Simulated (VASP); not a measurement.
# AlN (P2_1) in VASP: single point with r2SCAN

Aim: the single point of AlN with r2SCAN.

Everything below comes from runs of VASP 6.6.1. Logs are shortened: lines on timing, memory, paths and dates and some standing lists are left out, and cuts for length are marked.

### Step 1. The cell of the first run

Symmetry: P2_1, No. 4, monoclinic system. Conventional cell: a = 3.107 Å, b = 4.978 Å, c = 3.107 Å, α = 90.00°, β = 120.00°, γ = 90.00°. Within 2.5 Å of Al (site symmetry 1) lie 4 N at 1.89 to 1.90 Å. N (site symmetry 1) has 4 Al at 1.89 to 1.90 Å within 2.5 Å.

### Step 2. Single point, r2SCAN (atoms displaced along a vibrational mode)

File POSCAR:

```
AlN
1.0
   -3.1066653462      0.0000000000      0.0000000000
    0.0000000000      0.0000000000     -4.9784048411
    0.0000000000     -5.3809022217      0.0000000000
Al N
4 4
Direct
    0.4919527863      0.9983070980      0.1666666667
   -0.0080472137      0.9983070980      0.6666666667
    0.0080472137      0.4983070980      0.3333333333
    0.5080472137      0.4983070980      0.8333333333
    0.5070647469      0.6166929020      0.1666666667
    0.0070647469      0.6166929020      0.6666666667
   -0.0070647469      0.1166929020      0.3333333333
    0.4929352531      0.1166929020      0.8333333333
```

File INCAR.step1:

```
SYSTEM = AlN
ALGO     = Normal         ! electronic algorithm
EDIFF    = 1E-4           ! SCF threshold, eV
ENCUT    = 520            ! plane-wave cutoff, eV
GGA      = PE             ! functional
ISMEAR   = 0              ! smearing method
LASPH    = .True.         ! aspherical terms in the spheres
LCHARG   = .False.        ! write CHGCAR
LREAL    = .False.        ! projectors in reciprocal space
LWAVE    = .True.         ! write WAVECAR
NBANDS   = 26             ! bands
NELM     = 60             ! most SCF steps
PREC     = Accurate       ! precision mode
SIGMA    = 0.05           ! smearing width, eV
```

File INCAR.step2:

```
SYSTEM = AlN
ALGO     = Normal         ! electronic algorithm
EDIFF    = 1E-6           ! SCF threshold, eV
ENCUT    = 520            ! plane-wave cutoff, eV
ISIF     = 2              ! what is computed and relaxed
ISMEAR   = 0              ! smearing method
ISTART   = 1            
LASPH    = .True.         ! aspherical terms in the spheres
LCHARG   = .True.         ! write CHGCAR
LELF     = .True.         ! ELF
LMIXTAU  = .True.       
LREAL    = .False.        ! projectors in reciprocal space
LVHAR    = .True.       
LWAVE    = .False.        ! write WAVECAR
METAGGA  = R2SCAN         ! meta-GGA
NBANDS   = 26             ! bands
NELM     = 60             ! most SCF steps
PREC     = Accurate       ! precision mode
SIGMA    = 0.05           ! smearing width, eV
```

File KPOINTS:

```
k-points
0
Gamma
  8 6 4
  0 0 0
```

Potentials or basis: VASP PAW PBE potentials, release 64 (Al, N).

Launch:

```
$ cat potpaw_PBE.64/Al/POTCAR potpaw_PBE.64/N/POTCAR > POTCAR
$ cp INCAR.step1 INCAR
$ mpirun -np 1 vasp_std > vasp.out
$ cp INCAR.step2 INCAR
$ mpirun -np 1 vasp_std > vasp.out
```

OUTCAR:

```text
SYSTEM = AlN
   EDIFF = 1E-6
   ENCUT = 520
   ISIF = 2
   ISMEAR = 0
   ISTART = 1
   LASPH = .True.
   LREAL = .False.
   METAGGA = R2SCAN
   NELM = 60
   PREC = Accurate

 ion  position               nearest neighbor table
   1  0.492  0.998  0.167-   7 1.89   8 1.89   7 1.89   5 1.90   3 3.04   3 3.04   4 3.07   4 3.07
                             3 3.09   3 3.09   2 3.11   2 3.11   2 3.11   2 3.11
   2  0.992  0.998  0.667-   8 1.89   7 1.89   8 1.89   6 1.90   4 3.04   4 3.04   3 3.07   3 3.07
                             4 3.09   4 3.09   1 3.11   1 3.11   1 3.11   1 3.11
   3  0.008  0.498  0.333-   5 1.89   6 1.89   5 1.89   7 1.90   1 3.04   1 3.04   2 3.07   2 3.07
                             1 3.09   1 3.09   4 3.11   4 3.11   4 3.11   4 3.11
   4  0.508  0.498  0.833-   6 1.89   5 1.89   6 1.89   8 1.90   2 3.04   2 3.04   1 3.07   1 3.07
                             2 3.09   2 3.09   3 3.11   3 3.11   3 3.11   3 3.11
   5  0.507  0.617  0.167-   3 1.89   4 1.89   3 1.89   1 1.90
   6  0.007  0.617  0.667-   4 1.89   3 1.89   4 1.89   2 1.90
   7  0.993  0.117  0.333-   1 1.89   2 1.89   1 1.89   3 1.90
   8  0.493  0.117  0.833-   2 1.89   1 1.89   2 1.89   4 1.90

  LATTYP: Found a simple orthorhombic cell.
 ALAT       =     3.1066653462
 B/A-ratio  =     1.6024915098
 C/A-ratio  =     1.7320508076

  Lattice vectors:

 A1 = (  -3.1066653462,   0.0000000000,   0.0000000000)
 A2 = (   0.0000000000,   0.0000000000,  -4.9784048411)
 A3 = (   0.0000000000,  -5.3809022217,   0.0000000000)

Analysis of symmetry for initial positions (statically):
=====================================================================
 Subroutine PRICEL returns following result:

  LATTYP: Found a hexagonal cell.
 ALAT       =     3.1066653462
 C/A-ratio  =     1.6024915098

  Lattice vectors:

 A1 = (  -1.5533326731,  -2.6904511108,   0.0000000000)
 A2 = (  -1.5533326731,   2.6904511109,   0.0000000000)
 A3 = (   0.0000000000,   0.0000000000,  -4.9784048411)

   2 primitive cells build up your supercell.

 Routine SETGRP: Setting up the symmetry group for a
 simple orthorhombic supercell.

 Subroutine GETGRP returns: Found  2 space group operations
 (whereof  1 operations were pure point group operations)
 out of a pool of  8 trial point group operations.

The static configuration has the point symmetry C_1 .
 The point group associated with its full space group is C_2 .

Analysis of symmetry for dynamics (positions and initial velocities):
=====================================================================
 Subroutine PRICEL returns following result:

  LATTYP: Found a hexagonal cell.
 ALAT       =     3.1066653462
 C/A-ratio  =     1.6024915098

  Lattice vectors:

 A1 = (  -1.5533326731,  -2.6904511108,   0.0000000000)
 A2 = (  -1.5533326731,   2.6904511109,   0.0000000000)
 A3 = (   0.0000000000,   0.0000000000,  -4.9784048411)

   2 primitive cells build up your supercell.

 Routine SETGRP: Setting up the symmetry group for a
 simple orthorhombic supercell.

 Subroutine GETGRP returns: Found  2 space group operations
 (whereof  1 operations were pure point group operations)
 out of a pool of  8 trial point group operations.

The dynamic configuration has the point symmetry C_1 .
 The point group associated with its full space group is C_2 .

 Subroutine INISYM returns: Found  2 space group operations
 (whereof  1 operations are pure point group operations),
 and found     2 'primitive' translations

----------------------------------------------------------------------------------------

                                     Primitive cell

  volume of cell :      41.6112

  direct lattice vectors                    reciprocal lattice vectors
    -1.553332673 -2.690451111  0.000000000    -0.321888549 -0.185842440  0.000000000
    -1.553332673  2.690451111  0.000000000    -0.321888549  0.185842440  0.000000000
     0.000000000  0.000000000 -4.978404841     0.000000000  0.000000000 -0.200867553

  length of vectors
     3.106665346  3.106665346  4.978404841     0.371684881  0.371684881  0.200867553

  position of ions in fractional coordinates (direct lattice)
     0.658619453  0.325286120  0.998307098
     0.341380547  0.674713880  0.498307098
     0.673731414  0.340398080  0.616692902
     0.326268586  0.659601920  0.116692902

  ion indices of the primitive-cell ions
   primitive index   ion index
                 1           1
                 2           4
                 3           5
                 4           8

----------------------------------------------------------------------------------------

 KPOINTS: k-points

Automatic generation of k-mesh.
 Grid dimensions read from file:
 generate k-points for:    8    6    4

 Generating k-lattice:

  Cartesian coordinates                     Fractional coordinates (reciprocal lattice)
    -0.040236069  0.000000000  0.000000000     0.125000000  0.000000000  0.000000000
     0.000000000  0.000000000 -0.033477926     0.000000000  0.166666667  0.000000000
     0.000000000 -0.046460610  0.000000000     0.000000000  0.000000000  0.250000000

  Length of vectors
     0.040236069  0.033477926  0.046460610

  Shift w.r.t. Gamma in fractional coordinates (k-lattice)
     0.000000000  0.000000000  0.000000000

 Subroutine IBZKPT returns following result:
 ===========================================

 Found     72 irreducible k-points:

 Following reciprocal coordinates:
            Coordinates               Weight
  0.000000  0.000000  0.000000      1.000000
  0.125000  0.000000  0.000000      2.000000
  0.250000  0.000000  0.000000      2.000000
  0.375000  0.000000  0.000000      2.000000
  0.500000  0.000000  0.000000      1.000000
  0.000000  0.166667  0.000000      2.000000
[... 16 lines left out ...]
  0.125000  0.000000 -0.250000      2.000000
  0.250000  0.000000  0.250000      2.000000
 [... further k-points ...]
   k-points           NKPTS =     72   k-points in BZ     NKDIM =     72   number of bands    NBANDS=     26
   number of dos      NEDOS =    301   number of ions     NIONS =      8
   total plane-waves  NPLWV =  38400
   dimension x,y,z NGX =    24 NGY =   40 NGZ =   40
   dimension x,y,z NGXF=    48 NGYF=   80 NGZF=   80
   ions per type =               4   4
   NGX,Y,Z   is equivalent  to a cutoff of  12.84, 13.36, 12.36 a.u.
   NGXF,Y,Z  is equivalent  to a cutoff of  25.69, 26.71, 24.72 a.u.
 SYSTEM =  AlN
   PREC   = accura    normal or accurate (medium, high low for compatibility)
   ISTART =      1    job   : 0-new  1-cont  2-samecut
   ICHARG =      0    charge: 1-file 2-atom 10-const
   ISPIN  =      1    spin polarized calculation?
   LNONCOLLINEAR =      F non collinear calculations
   LSORBIT =      F    spin-orbit coupling
   LASPH  =      T    aspherical Exc in radial PAW
   ENCUT  =  520.0 eV  38.22 Ry    6.18 a.u.   5.78  9.26 10.00*2*pi/ulx,y,z
   NELM   =     60;   NELMIN=  2; NELMDL=  0     # of ELM steps
   EDIFF  = 0.1E-05   stopping-criterion for ELM
   LREAL  =      F    real-space projection
   EDIFFG = 0.1E-04   stopping-criterion for IOM
   NSW    =      0    number of steps for IOM
   IBRION =     -1    ionic relax: 0-MD 1-quasi-New 2-CG
   NFREE  =      0    steps in history (QN), initial steepest desc. (CG)
   ISIF   =      2    stress and relaxation
   ISYM   =      2    0-nonsym 1-usesym 2-fastsym
   POTIM  = 0.5000    time-step for ionic-motion
   TEBEG  =    0.0;   TEEND  =   0.0 temperature during run
   PSTRESS=    0.0 pullay stress
   NELECT =      32.0000    total number of electrons
   NUPDOWN=      -1.0000    fix difference up-down
   EMIN   =  10.00;   EMAX   =-10.00  energy-range for DOS
   EFERMI =   0.00;   METHOD = LEGACY
   ISMEAR =     0;   SIGMA  =   0.05  broadening in eV -4-tet -1-fermi 0-gaus
   EFERMI_NEDOS =   21; number of points for ismear=-14 and -15
   IALGO  =     38    algorithm
   IMIX   =      4    mixing-type and parameters
     AMIX     =   0.40;   BMIX     =  1.00
     AMIX_MAG =   1.60;   BMIX_MAG =  1.00
  volume/ion in A,a.u.               =      10.40        70.20
  Fermi-wavevector in a.u.,A,eV,Ry     =   1.190451  2.249626 19.281821  1.417174
  Thomas-Fermi vector in A             =   2.326535
   LORBIT       =      0    0 simple, 1 ext, 2 COOP (PROOUT), +10 PAW based schemes
   METAGGA = R2SCAN    functional components
   LHFCALC =     F    Hartree Fock is set to
   AEXX    =    0.0000 exact exchange contribution
   IVDW    =     0    specifies the selected vdW correction
   LEPSILON=     F    determine dielectric tensor
   LRPA    =     F    only Hartree local field effects (RPA)
 non-spin polarized calculation
 Gauss-broadening in eV      SIGMA  =   0.05
  energy-cutoff  :      520.00
  volume of cell :       83.22
 maximum number of plane-waves:      2264
 NGX is ok and might be reduce to    24
   NGX = 11   NGY = 19   NGZ = 21

 number of electron      32.0000000 magnetization

 Free energy of the ion-electron system (eV)
  ---------------------------------------------------
  ext. energy  EPLUGINS =         0.00000000
  ---------------------------------------------------
  free energy    TOTEN  =       -76.90166662 eV

  energy without entropy =      -76.90166662  energy(sigma->0) =      -76.90166662

 E-fermi :   6.1972     XC(G=0): -11.4171

 val. band max:        5.9236284320   @ k =   0.0000   0.0000   0.0000
 cond. band min:      10.8359707596   @ k =   0.0000   0.0000   0.0000
 fundamental gap:      4.9123423276
 Fermi energy:         6.1972301245

 k-point     1 :       0.0000    0.0000    0.0000
  band No.  band energies     occupation
      1     -10.0613      2.00000
      2      -8.1135      2.00000
      3      -7.9390      2.00000
      4      -7.4239      2.00000
      5      -0.1497      2.00000
      6       0.4035      2.00000
[... 18 lines left out ...]
     25      17.8657      0.00000
     26      18.0661      0.00000
[... 644 lines left out ...]
      4      -7.3396      2.00000
      5       0.7867      2.00000
      6       1.2079      2.00000
[... 18 lines left out ...]
     25      17.6754      0.00000
     26      18.4354      0.00000

 [... further k-points ...]

------------------------ aborting loop because EDIFF is reached ----------------------------------------

  FORCE on cell =-STRESS in cart. coord.  units (eV):
  Direction    XX          YY          ZZ          XY          YZ          ZX
  --------------------------------------------------------------------------------------
  -------------------------------------------------------------------------------------
  Total       -0.2365324     -0.2043815     -0.2013903      0.0468600      0.0000000      0.0000000
  in kB       -4.5536683     -3.9347060     -3.8771205      0.9021376      0.0000000      0.0000000
  external PRESSURE =      -4.1218316 kB  Pullay stress =       0.0000000 kB

 VOLUME and BASIS-vectors are now :
 -----------------------------------------------------------------------------
  energy-cutoff  :      520.00
  volume of cell :       83.22
      direct lattice vectors                 reciprocal lattice vectors
    -3.106665346  0.000000000  0.000000000    -0.321888549  0.000000000  0.000000000
     0.000000000  0.000000000 -4.978404841     0.000000000  0.000000000 -0.200867553
     0.000000000 -5.380902222  0.000000000     0.000000000 -0.185842440  0.000000000

 POSITION                                       TOTAL-FORCE (eV/Angst)
 -----------------------------------------------------------------------------------
     -1.52833     -0.89682     -4.96998        -0.155190      0.002980      0.004577
     -3.08167     -3.58727     -4.96998        -0.155190      0.002980      0.004577
     -0.02500     -1.79363     -2.48077         0.155190     -0.002980      0.004577
     -1.57833     -4.48409     -2.48077         0.155190     -0.002980      0.004577
     -1.57528     -0.89682     -3.07015         0.070492      0.001333     -0.004577
     -0.02195     -3.58727     -3.07015         0.070492      0.001333     -0.004577
     -3.08472     -1.79363     -0.58094        -0.070492     -0.001333     -0.004577
     -1.53138     -4.48409     -0.58094        -0.070492     -0.001333     -0.004577
 -----------------------------------------------------------------------------------
    total drift:                               -0.000000      0.000001     -0.000155

  FREE ENERGIE OF THE ION-ELECTRON SYSTEM (eV)
  ---------------------------------------------------
  free  energy   TOTEN  =       -76.9016666207 eV

  energy  without entropy=      -76.9016666207  energy(sigma->0) =      -76.90166662
```

Wall time 7.4 min (1 thread of Intel Xeon 8259CL, shared host); peak memory 0.27 GiB.

Results:

```
Free energy            : -76.9017 eV
Pressure               : -0.4 GPa
Largest force          : 0.155 eV/Å
Band gap on the k mesh : 4.91 eV
```

Forces in eV/Å, atoms in the order of the input:
```
Al  -0.155  0.003  0.005
Al  -0.155  0.003  0.005
Al   0.155 -0.003  0.005
Al   0.155 -0.003  0.005
N    0.070  0.001 -0.005
N    0.070  0.001 -0.005
N   -0.070 -0.001 -0.005
N   -0.070 -0.001 -0.005
```

Caveat: the cell differs from its parent crystal (atoms displaced along a vibrational mode); the PAW data sets were made with another functional, which shifts forces and pressure a little. A k mesh can miss the band edges.
